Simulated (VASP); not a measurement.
**AlNi3: single point with PBEsol**

Crystal: AlNi3.

```xyz
4
Lattice="3.5680 0.0000 0.0000 0.0000 3.5680 0.0000 0.0000 0.0000 3.5680" Properties=species:S:1:pos:R:3 pbc="T T T"
Al    0.0000    0.0000    0.0000
Ni    0.0000    1.7840    1.7840
Ni    1.7840    0.0000    1.7840
Ni    1.7840    1.7840    0.0000
```

* Program: VASP 6.6.1
* Task: single point
* Functional: PBEsol
* Potentials or basis: VASP PAW PBE potentials, release 64 (Al, Ni)
* Cutoff: 520 eV
* k mesh: 24 × 24 × 24
* Occupations: gaussian, width 0.03 eV
* Spin: no spin polarisation
* Dipole correction: no
* k mesh for the DOS: 36 × 36 × 36
* Occupations for the DOS: tetrahedron
* Further INCAR settings: ALGO = Fast; EDIFF = 1e-06

- Valence electrons inside the program's atomic spheres: Al 0.79; Ni 9.39

Levels at points of the mesh, in eV from the Fermi level:
| k point | band 13 | band 14 | band 15 | band 16 | band 17 | band 18 | band 19 | band 20 |
| --- | --- | --- | --- | --- | --- | --- | --- | --- |
| (0.00, 0.00, 0.00) | -0.05 | 0.18 | 0.18 | 0.18 | 0.90 | 0.90 | 0.90 | 6.61 |
| (0.50, 0.00, 0.00) | -1.00 | -1.00 | -0.85 | -0.33 | 0.18 | 5.55 | 5.55 | 5.61 |
| (0.50, 0.50, 0.00) | -1.12 | -1.06 | -0.79 | -0.72 | -0.43 | 1.02 | 1.02 | 8.17 |
| (0.50, 0.50, 0.50) | -1.13 | -0.89 | -0.89 | -0.14 | -0.01 | -0.01 | -0.01 | 3.46 |

It took 16 min on 1 thread of Intel(R) Xeon(R) Platinum 8488C (Sapphire Rapids) (shared host), peak memory 1.1 GiB.

 Spin polarisation is off, so any magnetic state and its effect on volume and gap are missing.
